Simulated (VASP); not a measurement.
A run of VASP 6.6.1:

The input INCAR:

```
SYSTEM = AlN
PREC = Accurate
ENCUT = 520
EDIFF = 1E-6
ISMEAR = 0
SIGMA = 0.05
LREAL = .FALSE.
LASPH = .TRUE.
NELM = 100
ALGO = Normal
ISIF = 2
LWAVE = .FALSE.
LCHARG = .FALSE.
GGA = CA
NBANDS = 16
```

File KPOINTS:

```
regular mesh
0
G
  9 9 6
  0 0 0
```

File POSCAR:

```
AlN
1.0
    3.0887424016      0.0000000000      0.0000000000
   -1.5443712008      2.6749293856      0.0000000000
    0.0000000000      0.0000000000      4.9437688231
Al N
2 2
Direct
    0.3005523144      0.6345162853      0.0015212672
    0.6994476856      0.3654837147      0.5015212672
    0.3625848935      0.6953554887      0.3834787328
    0.6374151065      0.3046445113      0.8834787328
```

Potentials or basis: VASP PAW LDA potentials, release 64 (Al, N).

Command:

```bash
$ cat potpaw_LDA.64/Al/POTCAR potpaw_LDA.64/N/POTCAR > POTCAR
$ mpirun -np 1 vasp_std > vasp.out
```

Hardware: 1 thread of Intel(R) Xeon(R) Platinum 8559C (Emerald Rapids) (shared host).

Estimate the wall time of this run.

Wall time 32 s on 1 thread of Intel(R) Xeon(R) Platinum 8559C (Emerald Rapids) (shared host), peak memory 0.2 GiB. Counts: scf iterations 12, k points 164.
